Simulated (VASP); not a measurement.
Input of a VASP 6.6.1 run:

File INCAR:

```
PREC = Accurate
ENCUT = 600
EDIFF = 1E-6
ISMEAR = -1
SIGMA = 0.05
LREAL = False
LASPH = True
NELM = 200
ALGO = Normal
ISIF = 2
LWAVE = False
LCHARG = True
ISPIN = 2
MAGMOM = 7.46 0
LORBIT = 11
LMAXMIX = 6
LDAU = True
LDAUTYPE = 2
LDAUL = 3 -1
LDAUU = 8 0
LDAUJ = 0 0
LDAUPRINT = 1
GGA = PE
LELF = True
LVHAR = True
NBANDS = 22
GGA_COMPAT = False
```

File KPOINTS:

```
Automatic mesh
0
Gamma
  10 10 10
```

The input POSCAR:

```
EuO
1.0
    0.0000000000      2.5968562702      2.5968562702
    2.5968562702      0.0000000000      2.5968562702
    2.5968562702      2.5968562702      0.0000000000
Eu O
1 1
Direct
    0.0000000000      0.0000000000      0.0000000000
    0.5000000000      0.5000000000      0.5000000000
```

Potentials or basis: VASP PAW PBE potentials, release 64 (Eu, O).

Command:

```bash
$ cat potpaw_PBE.64/Eu/POTCAR potpaw_PBE.64/O/POTCAR > POTCAR
$ mpirun -np 1 vasp_std > vasp.out
```

Problem. What does it give for the net moment?

Solution. 7.00 μB per cell.

Problem. What does it give for the pressure?

Solution. -0.2 GPa.

Problem. Estimate the site moments.

Solution. Eu +6.75; O -0.09 μB.

Eigenvalues of the final occupation matrices:
| site | spin | trace | eigenvalues |
| --- | --- | --- | --- |
| site 1 f | 1 | 6.85 | 0.97 0.98 0.98 0.98 0.98 0.98 0.98 |
| site 1 f | 2 | 0.01 | 0.00 0.00 0.00 0.00 0.00 0.00 0.00 |

Caveat: spin-orbit coupling is left out, which moves the levels of the heavy elements; a cell with one magnetic atom can't hold antiferromagnetic order, which such compounds often take. The state reached can hang on the start; a lower one may exist.
